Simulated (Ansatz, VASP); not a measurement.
## One calculation of BN, two programs

The input INCAR:

```
PREC = Accurate ; ENCUT = 520
EDIFF = 1E-7 ; ISMEAR = 0
SIGMA = 0.05 ; LREAL = False
LASPH = True ; NELM = 100
ALGO = Normal ; ISIF = 2
LWAVE = False ; LCHARG = False
LDIPOL = True ; IDIPOL = 3
DIPOL = 0.5 0.5 0.500 ; GGA = PE
IVDW = 12 ; IBRION = 2
NSW = 60 ; EDIFFG = -0.04
```

File KPOINTS:

```
regular mesh
0
Gamma
  12 12 1
```

Contents of POSCAR:

```
BN
1.0
    2.5092919669      0.0000000029      0.0000000000
   -1.2546459859      2.1731105874      0.0000000000
    0.0000000000      0.0000000000     17.0000000006
B N
1 1
Direct
    0.0000000000      0.0000000000      0.5000000000
    0.6666666667      0.3333333333      0.5000000000
```

Input for Ansatz:

```yaml
crystal:
  lattice:
    - [2.5092919669, 2.9e-09, 0.0]
    - [-1.2546459859, 2.1731105874, 0.0]
    - [0.0, 0.0, 17.0000000006]
  atoms:
    - { symbol: B, position: [0.0, 0.0, 0.5] }
    - { symbol: "N", position: [0.6666666667, 0.3333333333, 0.5] }
basis:
  ecutwfc: 420
  fft_grid_basis: typed
kpoints:
  mp_grid: { grid: [12, 12, 1] }
hamiltonian:
  xc: pbe
  dispersion: d3bj
scf:
  occupations: { method: gaussian, width: 0.05 }
output:
  forces: true
  eigenvalues: true
efield:
  axis: 3
  dipole_correction: true
  ramp_width: 0.04
relax:
  adjacent_minimum: "off"
  f_tol: 0.04
  max_steps: 40
```

Alike in both runs: task relaxation of the atoms; functional PBE; dispersion D3(BJ); k mesh 12 × 12 × 1; occupations gaussian, width 0.05 eV; no spin polarisation.

```csv
,VASP,Ansatz
version,VASP 6.6.1,Ansatz 0.2.0
potentials or method,"VASP PAW PBE potentials, release 64 (B, N), cutoff 520 eV","scalar-relativistic, plane waves, PAW"
valence electrons in the cell,8,8
```

```csv
,VASP,Ansatz,Ansatz less VASP
"gap on the k mesh at the Fermi level, each at its own relaxed structure (eV)",4.67,4.67,+0.003
```

Noted on VASP's run: the relaxation stopped at its first step, so nothing moved.
